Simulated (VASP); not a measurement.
A run of VASP 6.6.1 is set up as follows.

File INCAR:

```
PREC = Accurate
ENCUT = 520
EDIFF = 1E-7
ISMEAR = -1
SIGMA = 0.05
LREAL = False
LASPH = True
NELM = 80
ALGO = Normal
ISIF = 2
LWAVE = False
LCHARG = False
GGA = PS
NBANDS = 43
```

KPOINTS

```
regular mesh
0
Gamma
  4 4 4
```

File POSCAR:

```
Tl2PbCl4
1.0
   -4.4312269003      1.3269983545      7.4727332858
    3.4539913097     -2.9102522912      7.8078775491
    4.3881954457      2.9034347627     -8.2464393698
Tl Pb Cl
2 1 4
Direct
    0.6404137890      0.4680380139      0.1516763646
    0.1734528244      0.8105230687      0.4938434502
    0.2237715348      0.0250543109      0.2082014816
   -0.0498976672      0.1139947234      0.2974285409
    0.5008920324      0.7585908156      0.4414843526
    0.3964136352      0.7941169000      0.9777216674
    0.9084142243      0.3195069222      0.0026646410
```

Potentials or basis: VASP PAW PBE potentials, release 64 (Tl_d, Pb_d, Cl).

Command:

```bash
$ cat potpaw_PBE.64/Tl_d/POTCAR potpaw_PBE.64/Pb_d/POTCAR potpaw_PBE.64/Cl/POTCAR > POTCAR
$ mpirun -np 1 vasp_std > vasp.out
```

(1) Estimate the pressure.

(2) Estimate the band gap on the k mesh.

(3) What does it give for the largest force?

## Answers

(1) 0.0 GPa.

(2) 2.90 eV (least direct gap 2.96 eV).

(3) 0.005 eV/Å.

Caveat: the PAW data sets were made with another functional, which shifts forces and pressure a little; spin-orbit coupling is left out, which moves the levels of the heavy elements.
